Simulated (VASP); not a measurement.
# Al2Cu (Khatyrkite) (I4/mcm) in VASP: further runs, part 2 of 2

VASP 6.6.1. Earlier steps stand in the parts before.

## (4) Single point, PBE

This run uses another cell than the first one, of 15.56 Å³/atom, 1.020 times its volume.

INCAR

```
SYSTEM = Al2Cu
PREC = Accurate ; ENCUT = 520
EDIFF = 1E-6 ; ISMEAR = -1
SIGMA = 0.05 ; LREAL = .FALSE.
LASPH = .TRUE. ; NELM = 100
ALGO = Normal ; ISIF = 2
LWAVE = .FALSE. ; LCHARG = .FALSE.
GGA = PE ; NBANDS = 26
```

KPOINTS

```
regular mesh
0
G
  7 7 7
  0 0 0
```

POSCAR

```
Al2Cu
1.0
   -3.0734190515      3.0734190515      2.4705892062
    3.0734190515     -3.0734190515      2.4705892062
    3.0734190515      3.0734190515     -2.4705892062
Cu Al
2 4
Direct
    0.2500000000      0.2500000000      0.0000000000
    0.7500000000      0.7500000000      0.0000000000
    0.3419000000      0.1581000000      0.5000000000
    0.8419000000      0.3419000000      0.1838000000
    0.6581000000      0.8419000000      0.5000000000
    0.1581000000      0.6581000000      0.8162000000
```

Potentials or basis: VASP PAW PBE potentials, release 64 (Cu, Al).

Started as:

```
$ cat potpaw_PBE.64/Cu/POTCAR potpaw_PBE.64/Al/POTCAR > POTCAR
$ mpirun -np 1 vasp_std > vasp.out
```

OUTCAR:

```text
SYSTEM = Al2Cu
   PREC = Accurate
   ENCUT = 520
   EDIFF = 1E-6
   ISMEAR = -1
   LREAL = .FALSE.
   LASPH = .TRUE.
   NELM = 100
   ISIF = 2
   GGA = PE

 ion  position               nearest neighbor table
   1  0.250  0.250  0.000-   2 2.47   2 2.47   6 2.62   4 2.62   6 2.62   4 2.62   3 2.62   5 2.62
                             5 2.62   3 2.62
   2  0.750  0.750  0.000-   1 2.47   1 2.47   6 2.62   4 2.62   6 2.62   4 2.62   5 2.62   3 2.62
                             5 2.62   3 2.62
   3  0.342  0.158  0.500-   2 2.62   1 2.62   1 2.62   2 2.62   5 2.75   5 2.94   5 2.94   6 3.14
                             4 3.14   6 3.14   4 3.14   6 3.27   4 3.27   4 3.27   6 3.27
   4  0.842  0.342  0.184-   1 2.62   2 2.62   2 2.62   1 2.62   6 2.75   6 2.94   6 2.94   3 3.14
                             5 3.14   3 3.14   5 3.14   3 3.27   5 3.27   3 3.27   5 3.27
   5  0.658  0.842  0.500-   1 2.62   2 2.62   2 2.62   1 2.62   3 2.75   3 2.94   3 2.94   6 3.14
                             4 3.14   6 3.14   4 3.14   6 3.27   4 3.27   6 3.27   4 3.27
   6  0.158  0.658  0.816-   1 2.62   2 2.62   2 2.62   1 2.62   4 2.75   4 2.94   4 2.94   3 3.14
                             5 3.14   5 3.14   3 3.14   3 3.27   5 3.27   3 3.27   5 3.27

  LATTYP: Found a body centered tetragonal cell.
 ALAT       =     6.1468381030
 C/A-ratio  =     0.8038569309

  Lattice vectors:

 A1 = (  -3.0734190515,   3.0734190515,   2.4705892062)
 A2 = (   3.0734190515,  -3.0734190515,   2.4705892062)
 A3 = (   3.0734190515,   3.0734190515,  -2.4705892062)

Analysis of symmetry for initial positions (statically):
=====================================================================
 Subroutine PRICEL returns:
 Original cell was already a primitive cell.

 Routine SETGRP: Setting up the symmetry group for a
 body centered tetragonal supercell.

 Subroutine GETGRP returns: Found 16 space group operations
 (whereof  8 operations were pure point group operations)
 out of a pool of 16 trial point group operations.

The static configuration has the point symmetry C_4h.
 The point group associated with its full space group is D_4h.

[... 140 lines left out ...]
     AMIX     =   0.40;   BMIX     =  1.00
     AMIX_MAG =   1.60;   BMIX_MAG =  1.00
  volume/ion in A,a.u.               =      15.56       104.99
  Fermi-wavevector in a.u.,A,eV,Ry     =   1.169140  2.209354 18.597638  1.366888
  Thomas-Fermi vector in A             =   2.305617
   LORBIT       =      0    0 simple, 1 ext, 2 COOP (PROOUT), +10 PAW based schemes
   GGA     = PE    functional components
   LHFCALC =     F    Hartree Fock is set to
   AEXX    =    0.0000 exact exchange contribution
   IVDW    =     0    specifies the selected vdW correction
   LEPSILON=     F    determine dielectric tensor
   LRPA    =     F    only Hartree local field effects (RPA)
 non-spin polarized calculation
  energy-cutoff  :      520.00
  volume of cell :       93.35
 maximum number of plane-waves:      2541
 NGX is ok and might be reduce to    40
   NGX = 19   NGY = 19   NGZ = 19

 number of electron      34.0000004 magnetization

 Free energy of the ion-electron system (eV)
  ---------------------------------------------------
  ext. energy  EPLUGINS =         0.00000000
  ---------------------------------------------------
  free energy    TOTEN  =       -23.34923506 eV

  energy without entropy =      -23.33935172  energy(sigma->0) =      -23.34429339

 E-fermi :   7.5753     XC(G=0): -10.6777

 val. band max:        7.5695722664   @ k =  -0.2857  -0.4286   0.2857
 cond. band min:       7.5936688326   @ k =   0.0000   0.0000   0.0000
 fundamental gap:      0.0240965663
 Fermi energy:         7.5753311964

 k-point     1 :       0.0000    0.0000    0.0000
  band No.  band energies     occupation
      1      -2.9367      2.00000
      2       2.3992      2.00000
      3       2.6264      2.00000
      4       2.6264      2.00000
      5       2.6564      2.00000
      6       3.4899      2.00000
[... 685 lines left out ...]
     25      13.2908      0.00000
     26      13.5115      0.00000

 [... further k-points ...]
[... 5 lines left out ...]
  --------------------------------------------------------------------------------------
  -------------------------------------------------------------------------------------
  Total       -2.2552572     -2.2552572     -1.9846869      0.0000000      0.0000000      0.0000000
  in kB      -38.7081640    -38.7081640    -34.0642244      0.0000000      0.0000000      0.0000000
  external PRESSURE =     -37.1601841 kB  Pullay stress =       0.0000000 kB

 VOLUME and BASIS-vectors are now :
 -----------------------------------------------------------------------------
  energy-cutoff  :      520.00
  volume of cell :       93.35
      direct lattice vectors                 reciprocal lattice vectors
    -3.073419052  3.073419052  2.470589206     0.000000000  0.162685267  0.202380873
     3.073419052 -3.073419052  2.470589206     0.162685267  0.000000000  0.202380873
     3.073419052  3.073419052 -2.470589206     0.162685267  0.162685267  0.000000000

 POSITION                                       TOTAL-FORCE (eV/Angst)
 -----------------------------------------------------------------------------------
      0.00000      0.00000      1.23529         0.000000     -0.000000     -0.000000
      0.00000      0.00000      3.70588         0.000000     -0.000000     -0.000000
      0.97182      2.10160      0.00000         0.012165     -0.012165      0.000000
     -0.97182      2.10160      2.47059        -0.012165     -0.012165     -0.000000
      2.10160      0.97182      2.47059        -0.012165      0.012165     -0.000000
      4.04523      0.97182     -0.00000         0.012165      0.012165      0.000000
 -----------------------------------------------------------------------------------
    total drift:                               -0.000000     -0.000000      0.000000

  FREE ENERGIE OF THE ION-ELECTRON SYSTEM (eV)
  ---------------------------------------------------
  free  energy   TOTEN  =       -23.3492350634 eV

  energy  without entropy=      -23.3393517222  energy(sigma->0) =      -23.34429339
```

OSZICAR:

```text
N       E                     dE             d eps       ncg     rms          rms(c)
DAV:   1     0.183713582757E+03    0.18371E+03   -0.13685E+04  2080   0.143E+03
DAV:   2    -0.160011897320E+02   -0.19971E+03   -0.18774E+03  2082   0.284E+02
DAV:   3    -0.274702862266E+02   -0.11469E+02   -0.10746E+02  2716   0.878E+01
DAV:   4    -0.278052634090E+02   -0.33498E+00   -0.33290E+00  3092   0.127E+01
DAV:   5    -0.278113767924E+02   -0.61134E-02   -0.61122E-02  2984   0.166E+00    0.211E+01
DAV:   6    -0.337702327165E+02   -0.59589E+01   -0.10578E+02  2520   0.273E+02    0.183E+01
DAV:   7    -0.239483515374E+02    0.98219E+01   -0.29075E+01  2552   0.105E+02    0.489E+00
DAV:   8    -0.233616364673E+02    0.58672E+00   -0.29581E+00  3234   0.370E+01    0.102E+00
DAV:   9    -0.233498816588E+02    0.11755E-01   -0.21955E-01  2720   0.291E+00    0.325E-01
DAV:  10    -0.233536853527E+02   -0.38037E-02   -0.13080E-02  3578   0.197E+00    0.573E-01
DAV:  11    -0.233532819319E+02    0.40342E-03   -0.69631E-04  3202   0.235E-01    0.506E-01
DAV:  12    -0.233491473592E+02    0.41346E-02   -0.12589E-02  3018   0.308E+00    0.771E-02
DAV:  13    -0.233492544727E+02   -0.10711E-03   -0.11098E-03  2284   0.202E-01    0.563E-02
DAV:  14    -0.233492379052E+02    0.16568E-04   -0.36874E-05  3316   0.116E-01    0.149E-02
DAV:  15    -0.233492357004E+02    0.22048E-05   -0.24684E-05  3098   0.123E-01    0.113E-02
DAV:  16    -0.233492350634E+02    0.63704E-06   -0.32216E-06  1706   0.445E-02
   1 F= -.23349235E+02 E0= -.23344293E+02  d E =-.988334E-02
```

Run time: 79 s. Hardware: 1 thread of Intel Xeon Platinum 8559C (Emerald Rapids), shared host; peak memory 0.27 GiB.

What came out:

* Free energy: -23.3492 eV
* Pressure: -3.7 GPa
* Largest force: 0.017 eV/Å
* Band gap on the k mesh: zero (band 17 reaches 9.56 eV, above the bottom of band 18 at 5.94 eV)

Forces in eV/Å, atoms in the order of the input:
```
Cu   0.000  0.000  0.000
Cu   0.000  0.000  0.000
Al   0.012 -0.012  0.000
Al  -0.012 -0.012  0.000
Al  -0.012  0.012  0.000
Al   0.012  0.012  0.000
```

## (5) Single point, LDA

This run uses another cell than the first one, of 15.86 Å³/atom, 1.039 times its volume.

INCAR

```
PREC = Accurate
ENCUT = 520
EDIFF = 1E-7
ISMEAR = -1
SIGMA = 0.05
LREAL = False
LASPH = True
NELM = 60
ALGO = Normal
ISIF = 2
LWAVE = False
LCHARG = True
GGA = CA
LELF = True
LVHAR = True
NBANDS = 26
```

KPOINTS

```
Automatic mesh
0
Gamma
  7 7 7
```

POSCAR, as its differences from that of step 4:

```diff
@@ -2,5 +2,5 @@
 1.0
-   -3.0734190515      3.0734190515      2.4705892062
-    3.0734190515     -3.0734190515      2.4705892062
-    3.0734190515      3.0734190515     -2.4705892062
+   -3.0929954968      3.0929954968      2.4863258675
+    3.0929954968     -3.0929954968      2.4863258675
+    3.0929954968      3.0929954968     -2.4863258675
 Cu Al
```

Potentials or basis: VASP PAW LDA potentials, release 64 (Cu, Al).

Started as:

```
$ cat potpaw_LDA.64/Cu/POTCAR potpaw_LDA.64/Al/POTCAR > POTCAR
$ mpirun -np 1 vasp_std > vasp.out
```

Run time: 73 s. Hardware: 1 thread of Intel Xeon Platinum 8559C (Emerald Rapids), shared host; peak memory 0.24 GiB.

It converged, with:

```yaml
Free_energy: -26.9050 eV
Pressure: -10.5 GPa
Largest_force: 0.119 eV/Å
Band_gap_on_the_k_mesh: zero (band 17 reaches 9.11 eV, above the bottom of band 18 at 5.54 eV)
```

Forces on the atoms (eV/Å):
```
Cu   0.000  0.000  0.000
Cu   0.000  0.000  0.000
Al   0.084 -0.084  0.000
Al  -0.084 -0.084  0.000
Al  -0.084  0.084  0.000
Al   0.084  0.084  0.000
```

Levels at points of the mesh, in eV from the Fermi level:
```
           k point  band 15  band 16  band 17  band 18  band 19  band 20
(0.00, 0.00, 0.00)    -1.27    -1.10    -1.10    -0.84    -0.68     0.09
```

## (6) Single point, PBEsol

This run uses another cell than the first one, of 14.96 Å³/atom, 0.980 times its volume.

INCAR

```
SYSTEM = Al2Cu
PREC     = Accurate       ! precision mode
ENCUT    = 520            ! plane-wave cutoff, eV
EDIFF    = 1E-7           ! SCF threshold, eV
ISMEAR   = -1             ! smearing method
SIGMA    = 0.05           ! smearing width, eV
LREAL    = .False.        ! projectors in reciprocal space
LASPH    = .True.         ! aspherical terms in the spheres
NELM     = 100            ! most SCF steps
ALGO     = Fast           ! electronic algorithm
ISIF     = 2              ! what is computed and relaxed
LWAVE    = .False.        ! write WAVECAR
LCHARG   = .False.        ! write CHGCAR
GGA      = PS             ! functional
NBANDS   = 26             ! bands
```

KPOINTS

```
Automatic mesh
0
Gamma
  6 6 6
  0 0 0
```

POSCAR, as its differences from that of step 5:

```diff
@@ -2,5 +2,5 @@
 1.0
-   -3.0929954968      3.0929954968      2.4863258675
-    3.0929954968     -3.0929954968      2.4863258675
-    3.0929954968      3.0929954968     -2.4863258675
+   -3.0335000000      3.0335000000      2.4385000000
+    3.0335000000     -3.0335000000      2.4385000000
+    3.0335000000      3.0335000000     -2.4385000000
 Cu Al
```

Potentials or basis: VASP PAW PBE potentials, release 64 (Cu, Al).

Started as:

```
$ cat potpaw_PBE.64/Cu/POTCAR potpaw_PBE.64/Al/POTCAR > POTCAR
$ mpirun -np 1 vasp_std > vasp.out
```

Wall time 92 s (1 thread of Intel Xeon 6975P-C, shared host); peak memory 0.26 GiB.

Results (log left out):

* Free energy: -26.0393 eV
* Pressure: -3.3 GPa
* Largest force: 0.087 eV/Å
* Band gap on the k mesh: zero (band 17 reaches 10.38 eV, above the bottom of band 18 at 6.36 eV)

Forces on the atoms (eV/Å):
```
Cu   0.000  0.000  0.000
Cu   0.000  0.000  0.000
Al   0.062 -0.062  0.000
Al  -0.062 -0.062  0.000
Al  -0.062  0.062  0.000
Al   0.062  0.062  0.000
```

Stress tensor (GPa, compression positive):
```
-3.92  0.00  0.00
 0.00 -3.92  0.00
 0.00  0.00 -1.98
```

Levels at points of the mesh, in eV from the Fermi level:
```csv
k point,band 13,band 14,band 15,band 16,band 17,band 18,band 19,band 20,band 21,band 22
"(0.00, 0.00, 0.00)",-2.83,-1.90,-1.25,-1.08,-1.08,-0.74,-0.28,0.14,1.51,1.51
"(0.50, 0.00, 0.00)",-2.99,-2.99,-2.50,-2.50,0.31,0.31,4.10,4.10,4.36,4.36
"(0.50, 0.50, 0.00)",-2.71,-2.68,-1.35,-1.19,-0.90,-0.58,0.85,1.30,4.71,4.84
"(0.50, 0.50, 0.50)",-3.25,-3.12,-3.12,-1.73,2.62,3.03,3.03,3.42,4.08,4.76
```

Caveat: the PAW data sets were made with another functional, which shifts forces and pressure a little.

## (7) The runs side by side

```tsv
level	potentials or basis	cell	k mesh	gap on the mesh (eV)	pressure (GPa)	largest force (eV/Å)
PBE	VASP PAW PBE potentials, release 64 (Cu, Al)	a = 4.967 Å, angles 104.1, 104.1, 120.8°, 6 atoms	7 × 7 × 7	none	-2.0	0.01
LDA	VASP PAW LDA potentials, release 64 (Cu, Al)	a = 5.000 Å, angles 104.1, 104.1, 120.8°, 6 atoms	7 × 7 × 7	none	-9.2	0.11
PBE	VASP PAW PBE potentials, release 64 (Cu, Al)	a = 5.000 Å, angles 104.1, 104.1, 120.8°, 6 atoms	7 × 7 × 7	none	-3.7	0.02
LDA	VASP PAW LDA potentials, release 64 (Cu, Al)	a = 5.031 Å, angles 104.1, 104.1, 120.8°, 6 atoms	7 × 7 × 7	none	-10.5	0.12
PBEsol	VASP PAW PBE potentials, release 64 (Cu, Al)	a = 4.935 Å, angles 104.1, 104.1, 120.8°, 6 atoms	6 × 6 × 6	none	-3.3	0.09
```

Alike in all rows: task single point; no spin polarisation; cutoff (eV) 520; smearing fermi-dirac 0.05 eV.

Caveats: the PAW data sets were made with another functional, which shifts forces and pressure a little (some runs).

Total energies depend on the potentials used, so only differences within one code and one set of settings carry meaning.
